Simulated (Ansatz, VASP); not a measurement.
Two plane-wave programs on TaN

Contents of INCAR:

```
SYSTEM = TaN
PREC = Accurate ; ENCUT = 520
EDIFF = 1E-6 ; ISMEAR = 0
SIGMA = 0.15 ; LREAL = .False.
LASPH = .True. ; NELM = 100
ALGO = Normal ; ISIF = 2
LWAVE = .False. ; LCHARG = .False.
GGA = PS ; NBANDS = 15
```

The input KPOINTS:

```
regular mesh
0
Gamma
  18 18 18
  0 0 0
```

Contents of POSCAR:

```
TaN
1.0
    0.0000000000      2.1874436400      2.2165366404
    2.1874436400      0.0000000000      2.2165366404
    2.1874436400      2.1874436400      0.0000000000
Ta N
1 1
Direct
    0.5000000000      0.5000000000      0.5000000000
    0.0000000000      0.0000000000      0.0000000000
```

Input for Ansatz:

```yaml
crystal:
  lattice:
    - [0.0, 2.18744364, 2.2165366404]
    - [2.18744364, 0.0, 2.2165366404]
    - [2.18744364, 2.18744364, 0.0]
  atoms:
    - { symbol: Ta, position: [0.5, 0.5, 0.5] }
    - { symbol: "N", position: [0.0, 0.0, 0.0] }
basis:
  ecutwfc: 520.0
kpoints:
  mp_grid: { grid: [18, 18, 18] }
hamiltonian:
  xc: pbesol
  pseudopotentials: { kind: paw, azcp: { folder: soft_1 } }
scf:
  occupations: { method: gaussian, width: 0.15 }
output:
  forces: true
  stress: true
  eigenvalues: true
```

Change from the starting cell: engineering shear strain xz +0.0000, normal strain along z +0.0133.

Alike in both runs: task single point; functional PBEsol; k mesh 18 × 18 × 18; occupations gaussian, width 0.15 eV; no spin polarisation.

|  | VASP | Ansatz |
| --- | --- | --- |
| version | VASP 6.6.1 | Ansatz 0.2.0 |
| potentials or method | VASP PAW PBE potentials, release 64 (Ta_pv, N), cutoff 520 eV | scalar-relativistic, plane waves, PAW |
| valence electrons in the cell | 16 | 18 |

|  | VASP | Ansatz | Ansatz less VASP |
| --- | --- | --- | --- |
| gap on the k mesh at the Fermi level (eV) | none | none | - |
| pressure (GPa) | -3.3 | -4.5 | -1.18 |
| traceless stress, the component that is largest in VASP (GPa) | -5.18 | -5.14 | +0.042 |

VASP's potentials were made for PBE, not for PBEsol, and Ansatz warns of the same on its side. A gap of «none» marks a metal or a gap that the smearing closes. VASP's potentials hold 16 valence electrons a cell and Ansatz's 18, so a difference there can come from the potentials and not from the codes.

Neither program's run includes spin-orbit coupling.
